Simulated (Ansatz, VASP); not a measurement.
**Two plane-wave programs on La**

```
La
1.0
     3.18809    0.00000    0.00000
     0.00000    3.18809    0.00000
     0.00000    0.00000    3.18809
La
1
Direct
  0.00000 0.00000 0.00000
```

Alike in both runs: task single point; functional PBE; k mesh 16 × 16 × 16; occupations fermi-dirac, width 0.1 eV; no spin polarisation.

|  | VASP | Ansatz |
| --- | --- | --- |
| version | VASP 6.6.1 | Ansatz 0.2.0 |
| potentials or method | VASP PAW PBE potentials, release 64 (La), cutoff 520 eV | plane waves (420 eV) with PAW, scalar-relativistic |
| valence electrons in the cell | 11 | 11 |

|  | VASP | Ansatz | Ansatz less VASP |
| --- | --- | --- | --- |
| pressure (GPa) | 3.8 | 3.8 | -0.04 |

Spin-orbit coupling is off throughout.
